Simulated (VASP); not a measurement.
# C (P-3m1) in VASP: further runs

The runs below take C through single point, with PBE.

Program: VASP 6.6.1. These are calculated values, not measurements. Logs are shortened: lines on timing, memory, paths and dates and some standing lists are left out, and cuts for length are marked.

## Step 1: The cell of the first run

The structure is trigonal, space group P-3m1 (No. 164). The conventional cell has a = 2.522 Å, b = 2.522 Å, c = 12.056 Å, α = 90.00°, β = 90.00°, γ = 120.00°. Within 2.1 Å of C (site symmetry 3m) lie 4 C at 1.54 Å. Within 2.1 Å of C (site symmetry 3m) lie 4 C at 1.54 Å. C (site symmetry 3m) has 4 C at 1.54 Å within 2.1 Å. Within 2.1 Å of C (site symmetry 3m) lie 4 C at 1.54 Å. Within 2.1 Å of C (site symmetry 3m) lie 4 C at 1.54 Å. C (site symmetry 3m) has 4 C at 1.24 to 1.54 Å within 1.7 Å.

## Step 2: Single point, PBE (the distance across one plane changed)

Input file INCAR:

```
SYSTEM = C
PREC = Accurate
ENCUT = 520
EDIFF = 1E-7
ISMEAR = 0
SIGMA = 0.05
LREAL = .False.
LASPH = .True.
NELM = 80
ALGO = Normal
ISIF = 2
LWAVE = .False.
LCHARG = .False.
GGA = PE
NBANDS = 36
```

Input file KPOINTS:

```
regular mesh
0
Gamma
  10 10 2
  0 0 0
```

Input file POSCAR:

```
C
1.0
    1.7834000000     -1.7834000000      0.0000000000
    1.7834000000      0.0000000000     -1.7834000000
    6.9603949192      6.9603949192      6.9603949192
C
12
Direct
    0.6666666667      0.6666666667      0.2776070145
    0.0000000000      0.0000000000      0.1067929519
    0.3333333333      0.3333333333      0.4484210771
    0.6666666667      0.6666666667      0.7900492023
    1.0000000000      1.0000000000      0.6192351397
    0.3333333333      0.3333333333      0.9608632648
    0.6666666667      0.6666666667      0.4057175614
    1.0000000000      1.0000000000      0.2349034989
    0.3333333333      0.3333333333      0.5765316240
    0.6666666667      0.6666666667      0.9181597492
    0.0000000000      0.0000000000      0.7473456866
    0.3333333333      0.3333333333      0.0640894363
```

Potentials or basis: VASP PAW PBE potentials, release 64 (C).

Launch:

```sh
$ cat potpaw_PBE.64/C/POTCAR > POTCAR
$ mpirun -np 1 vasp_std > vasp.out
```

OUTCAR:

```text
SYSTEM = C
   PREC = Accurate
   ENCUT = 520
   EDIFF = 1E-7
   ISMEAR = 0
   LREAL = .False.
   LASPH = .True.
   NELM = 80
   ISIF = 2
   GGA = PE

 ion  position               nearest neighbor table
   1  0.667  0.667  0.278-   7 1.54   8 1.54   8 1.54   8 1.54
   2  0.000  0.000  0.107-  12 1.54  12 1.54  12 1.54   8 1.54
   3  0.333  0.333  0.448-   9 1.54   7 1.54   7 1.54   7 1.54
   4  0.667  0.667  0.790-  10 1.54  11 1.54  11 1.54  11 1.54
   5  0.000  0.000  0.619-  11 1.54   9 1.54   9 1.54   9 1.54
   6  0.333  0.333  0.961-  12 1.24  10 1.54  10 1.54  10 1.54
   7  0.667  0.667  0.406-   1 1.54   3 1.54   3 1.54   3 1.54
   8  0.000  0.000  0.235-   1 1.54   1 1.54   1 1.54   2 1.54
   9  0.333  0.333  0.577-   3 1.54   5 1.54   5 1.54   5 1.54
  10  0.667  0.667  0.918-   4 1.54   6 1.54   6 1.54   6 1.54
  11  0.000  0.000  0.747-   5 1.54   4 1.54   4 1.54   4 1.54
  12  0.333  0.333  0.064-   6 1.24   2 1.54   2 1.54   2 1.54

  LATTYP: Found a hexagonal cell.
 ALAT       =     2.5221084671
 C/A-ratio  =     4.7800313896

  Lattice vectors:

 A1 = (  -1.7834000000,   0.0000000000,   1.7834000000)
 A2 = (   1.7834000000,  -1.7834000000,  -0.0000000000)
 A3 = (   6.9603949192,   6.9603949192,   6.9603949192)

Analysis of symmetry for initial positions (statically):
=====================================================================
 Subroutine PRICEL returns:
 Original cell was already a primitive cell.

 Routine SETGRP: Setting up the symmetry group for a
 hexagonal supercell.

 Subroutine GETGRP returns: Found 12 space group operations
 (whereof  6 operations were pure point group operations)
 out of a pool of 24 trial point group operations.

The static configuration has the point symmetry C_3v.
 The point group associated with its full space group is D_3d.

Analysis of symmetry for dynamics (positions and initial velocities):
=====================================================================
 Subroutine PRICEL returns:
 Original cell was already a primitive cell.

 Routine SETGRP: Setting up the symmetry group for a
 hexagonal supercell.

 Subroutine GETGRP returns: Found 12 space group operations
 (whereof  6 operations were pure point group operations)
 out of a pool of 24 trial point group operations.

The dynamic configuration has the point symmetry C_3v.
 The point group associated with its full space group is D_3d.

 Subroutine INISYM returns: Found 12 space group operations
 (whereof  6 operations are pure point group operations),
 and found     1 'primitive' translations

----------------------------------------------------------------------------------------

                                     Primitive cell

  volume of cell :      66.4129

  direct lattice vectors                    reciprocal lattice vectors
     1.783400000 -1.783400000  0.000000000     0.186908901 -0.373817801  0.186908901
     1.783400000  0.000000000 -1.783400000     0.186908901  0.186908901 -0.373817801
     6.960394919  6.960394919  6.960394919     0.047890003  0.047890003  0.047890003

  length of vectors
     2.522108467  2.522108467 12.055757641     0.457831435  0.457831435  0.082947918

  position of ions in fractional coordinates (direct lattice)
     0.666666667  0.666666667  0.277607014
     0.000000000  0.000000000  0.106792952
     0.333333333  0.333333333  0.448421077
     0.666666667  0.666666667  0.790049202
     0.000000000  0.000000000  0.619235140
     0.333333333  0.333333333  0.960863265
     0.666666667  0.666666667  0.405717561
     0.000000000  0.000000000  0.234903499
     0.333333333  0.333333333  0.576531624
     0.666666667  0.666666667  0.918159749
     0.000000000  0.000000000  0.747345687
     0.333333333  0.333333333  0.064089436

  ion indices of the primitive-cell ions
   primitive index   ion index
                 1           1
                 2           2
                 3           3
                 4           4
                 5           5
                 6           6
                 7           7
                 8           8
                 9           9
                10          10
                11          11
                12          12

----------------------------------------------------------------------------------------

 KPOINTS: regular mesh

Automatic generation of k-mesh.
 Grid dimensions read from file:
 generate k-points for:   10   10    2

 Generating k-lattice:

  Cartesian coordinates                     Fractional coordinates (reciprocal lattice)
     0.018690890 -0.037381780  0.018690890     0.100000000  0.000000000  0.000000000
     0.018690890  0.018690890 -0.037381780     0.000000000  0.100000000  0.000000000
     0.023945001  0.023945001  0.023945001     0.000000000  0.000000000  0.500000000

  Length of vectors
     0.045783143  0.045783143  0.041473959

  Shift w.r.t. Gamma in fractional coordinates (k-lattice)
     0.000000000  0.000000000  0.000000000

 Subroutine IBZKPT returns following result:
 ===========================================

 Found     28 irreducible k-points:

 Following reciprocal coordinates:
            Coordinates               Weight
  0.000000  0.000000  0.000000      1.000000
  0.100000  0.000000  0.000000      6.000000
  0.200000  0.000000  0.000000      6.000000
  0.300000  0.000000  0.000000      6.000000
  0.400000  0.000000  0.000000      6.000000
  0.500000  0.000000  0.000000      3.000000
[... 16 lines left out ...]
  0.400000  0.100000  0.500000     12.000000
  0.500000  0.100000  0.500000     12.000000
 [... further k-points ...]
   k-points           NKPTS =     28   k-points in BZ     NKDIM =     28   number of bands    NBANDS=     36
   number of dos      NEDOS =    301   number of ions     NIONS =     12
   total plane-waves  NPLWV =  36000
   dimension x,y,z NGX =    20 NGY =   20 NGZ =   90
   dimension x,y,z NGXF=    40 NGYF=   40 NGZF=  180
   ions per type =              12
   NGX,Y,Z   is equivalent  to a cutoff of  13.18, 13.18, 12.41 a.u.
   NGXF,Y,Z  is equivalent  to a cutoff of  26.37, 26.37, 24.82 a.u.
 SYSTEM =  C
   PREC   = accura    normal or accurate (medium, high low for compatibility)
   ISTART =      0    job   : 0-new  1-cont  2-samecut
   ICHARG =      2    charge: 1-file 2-atom 10-const
   ISPIN  =      1    spin polarized calculation?
   LNONCOLLINEAR =      F non collinear calculations
   LSORBIT =      F    spin-orbit coupling
   LASPH  =      T    aspherical Exc in radial PAW
   ENCUT  =  520.0 eV  38.22 Ry    6.18 a.u.   4.69  4.69 22.42*2*pi/ulx,y,z
   NELM   =     80;   NELMIN=  2; NELMDL= -5     # of ELM steps
   EDIFF  = 0.1E-06   stopping-criterion for ELM
   LREAL  =      F    real-space projection
   EDIFFG = 0.1E-05   stopping-criterion for IOM
   NSW    =      0    number of steps for IOM
   IBRION =     -1    ionic relax: 0-MD 1-quasi-New 2-CG
   NFREE  =      0    steps in history (QN), initial steepest desc. (CG)
   ISIF   =      2    stress and relaxation
   ISYM   =      2    0-nonsym 1-usesym 2-fastsym
   POTIM  = 0.5000    time-step for ionic-motion
   TEBEG  =    0.0;   TEEND  =   0.0 temperature during run
   PSTRESS=    0.0 pullay stress
   NELECT =      48.0000    total number of electrons
   NUPDOWN=      -1.0000    fix difference up-down
   EMIN   =  10.00;   EMAX   =-10.00  energy-range for DOS
   EFERMI =   0.00;   METHOD = LEGACY
   ISMEAR =     0;   SIGMA  =   0.05  broadening in eV -4-tet -1-fermi 0-gaus
   EFERMI_NEDOS =   21; number of points for ismear=-14 and -15
   IALGO  =     38    algorithm
   IMIX   =      4    mixing-type and parameters
     AMIX     =   0.40;   BMIX     =  1.00
     AMIX_MAG =   1.60;   BMIX_MAG =  1.00
  volume/ion in A,a.u.               =       5.53        37.35
  Fermi-wavevector in a.u.,A,eV,Ry     =   1.469167  2.776322 29.367499  2.158450
  Thomas-Fermi vector in A             =   2.584577
   LORBIT       =      0    0 simple, 1 ext, 2 COOP (PROOUT), +10 PAW based schemes
   GGA     = PE    functional components
   LHFCALC =     F    Hartree Fock is set to
   AEXX    =    0.0000 exact exchange contribution
   IVDW    =     0    specifies the selected vdW correction
   LEPSILON=     F    determine dielectric tensor
   LRPA    =     F    only Hartree local field effects (RPA)
 non-spin polarized calculation
 Gauss-broadening in eV      SIGMA  =   0.05
  energy-cutoff  :      520.00
  volume of cell :       66.41
 maximum number of plane-waves:      1821
   NGX =  9   NGY =  9   NGZ = 45

 number of electron      48.0000001 magnetization

 Free energy of the ion-electron system (eV)
  ---------------------------------------------------
  ext. energy  EPLUGINS =         0.00000000
  ---------------------------------------------------
  free energy    TOTEN  =      -107.16380762 eV

  energy without entropy =     -107.16380762  energy(sigma->0) =     -107.16380762

 E-fermi :  10.4863     XC(G=0): -13.3627

 val. band max:       10.2123144195   @ k =   0.0000   0.0000   0.0000
 cond. band min:      14.1144387549   @ k =   0.4000   0.0000   0.5000
 fundamental gap:      3.9021243353
 Fermi energy:        10.4863180421

 k-point     1 :       0.0000    0.0000    0.0000
  band No.  band energies     occupation
      1     -12.4181      2.00000
      2     -11.0255      2.00000
      3     -10.6029      2.00000
      4      -8.7418      2.00000
      5      -8.2529      2.00000
      6      -5.3946      2.00000
[... 28 lines left out ...]
     35      18.3328      0.00000
     36      18.3384      0.00000

 k-point     2 :       0.1000    0.0000    0.0000
  band No.  band energies     occupation
      1     -12.1762      2.00000
      2     -10.7809      2.00000
      3     -10.3584      2.00000
      4      -8.5052      2.00000
      5      -8.0158      2.00000
      6      -5.1782      2.00000
[... 28 lines left out ...]
     35      18.5918      0.00000
     36      18.7189      0.00000

 k-point     3 :       0.2000    0.0000    0.0000
  band No.  band energies     occupation
      1     -11.4558      2.00000
      2     -10.0512      2.00000
      3      -9.6296      2.00000
      4      -7.8024      2.00000
      5      -7.3108      2.00000
      6      -4.5359      2.00000
[... 28 lines left out ...]
     35      19.4311      0.00000
     36      20.4889      0.00000

 k-point     4 :       0.3000    0.0000    0.0000
  band No.  band energies     occupation
      1     -10.2768      2.00000
      2      -8.8527      2.00000
      3      -8.4326      2.00000
      4      -6.6656      2.00000
      5      -6.1653      2.00000
      6      -3.5182      2.00000
[... 28 lines left out ...]
     35      19.3293      0.00000
     36      20.3502      0.00000

 k-point     5 :       0.4000    0.0000    0.0000
  band No.  band energies     occupation
      1      -8.7060      2.00000
      2      -7.2382      2.00000
      3      -6.8194      2.00000
      4      -5.3632      2.00000
      5      -4.6867      2.00000
      6      -3.5075      2.00000
[... 655 lines left out ...]
 k-point    22 :       0.3000    0.1000    0.5000
  band No.  band energies     occupation
      1     -10.7382      2.00000
      2      -9.4885      2.00000
      3      -8.4243      2.00000
      4      -7.9448      2.00000
      5      -5.4833      2.00000
      6      -4.9844      2.00000
[... 28 lines left out ...]
     35      19.9861      0.00000
     36      20.3329      0.00000

 k-point    23 :       0.4000    0.1000    0.5000
  band No.  band energies     occupation
      1      -9.3557      2.00000
      2      -8.0625      2.00000
      3      -7.0506      2.00000
      4      -6.5637      2.00000
      5      -4.3368      2.00000
      6      -3.7531      2.00000
[... 28 lines left out ...]
     35      19.6423      0.00000
     36      20.5930      0.00000

 k-point    24 :       0.5000    0.1000    0.5000
  band No.  band energies     occupation
      1      -7.7106      2.00000
      2      -6.2644      2.00000
      3      -5.6958      2.00000
      4      -4.9122      2.00000
      5      -4.7151      2.00000
      6      -3.3437      2.00000
[... 28 lines left out ...]
     35      20.1665      0.00000
     36      20.7790      0.00000

 [... further k-points ...]

------------------------ aborting loop because EDIFF is reached ----------------------------------------

  FORCE on cell =-STRESS in cart. coord.  units (eV):
  Direction    XX          YY          ZZ          XY          YZ          ZX
  --------------------------------------------------------------------------------------
  -------------------------------------------------------------------------------------
  Total        9.2614187      9.2614187      9.2614187      7.5643442      7.5643442      7.5643442
  in kB      223.4268890    223.4268890    223.4268890    182.4858533    182.4858533    182.4858533
  external PRESSURE =     223.4268890 kB  Pullay stress =       0.0000000 kB

 VOLUME and BASIS-vectors are now :
 -----------------------------------------------------------------------------
  energy-cutoff  :      520.00
  volume of cell :       66.41
      direct lattice vectors                 reciprocal lattice vectors
     1.783400000 -1.783400000  0.000000000     0.186908901 -0.373817801  0.186908901
     1.783400000  0.000000000 -1.783400000     0.186908901  0.186908901 -0.373817801
     6.960394919  6.960394919  6.960394919     0.047890003  0.047890003  0.047890003

 POSITION                                       TOTAL-FORCE (eV/Angst)
 -----------------------------------------------------------------------------------
      4.31012      0.74332      0.74332         0.014297      0.014297      0.014297
      0.74332      0.74332      0.74332         1.435264      1.435264      1.435264
      4.31012      2.52672      2.52672         0.000440      0.000440      0.000440
      7.87692      4.31012      4.31012         0.036760      0.036760      0.036760
      4.31012      4.31012      4.31012         0.001208      0.001208      0.001208
      7.87692      6.09352      6.09352        -8.314787     -8.314787     -8.314787
      5.20182      1.63502      1.63502        -0.001208     -0.001208     -0.001208
      1.63502      1.63502      1.63502        -0.036760     -0.036760     -0.036760
      5.20182      3.41842      3.41842        -0.000440     -0.000440     -0.000440
      8.76862      5.20182      5.20182        -1.435264     -1.435264     -1.435264
      5.20182      5.20182      5.20182        -0.014297     -0.014297     -0.014297
      1.63502     -0.14838     -0.14838         8.314787      8.314787      8.314787
 -----------------------------------------------------------------------------------
    total drift:                               -0.000011     -0.000011     -0.000011

  FREE ENERGIE OF THE ION-ELECTRON SYSTEM (eV)
  ---------------------------------------------------
  free  energy   TOTEN  =      -107.1638076186 eV

  energy  without entropy=     -107.1638076186  energy(sigma->0) =     -107.16380762
```

Wall time 2.7 min (1 thread of Intel Xeon 8259CL, shared host); peak memory 0.19 GiB.

Results:

| Item | Value |
| --- | --- |
| Free energy | -107.1638 eV |
| Pressure | 22.3 GPa |
| Largest force | 14.402 eV/Å |
| Band gap on the k mesh | 3.90 eV (least direct gap 5.07 eV) |

Forces on the atoms (eV/Å):
```
C    0.014  0.014  0.014
C    1.435  1.435  1.435
C    0.000  0.000  0.000
C    0.037  0.037  0.037
C    0.001  0.001  0.001
C   -8.315 -8.315 -8.315
C   -0.001 -0.001 -0.001
C   -0.037 -0.037 -0.037
C    0.000  0.000  0.000
C   -1.435 -1.435 -1.435
C   -0.014 -0.014 -0.014
C    8.315  8.315  8.315
```

Stress tensor (GPa, compression positive):
```
22.34 18.25 18.25
18.25 22.34 18.25
18.25 18.25 22.34
```

Caveat: the cell differs from its parent crystal (the distance across one plane changed); the cell stands under pressure; forces of over 1 eV/Å act on the atoms, so gaps and moduli don't describe the material at rest. A k mesh can miss the band edges.

[end of part 1 of 2]
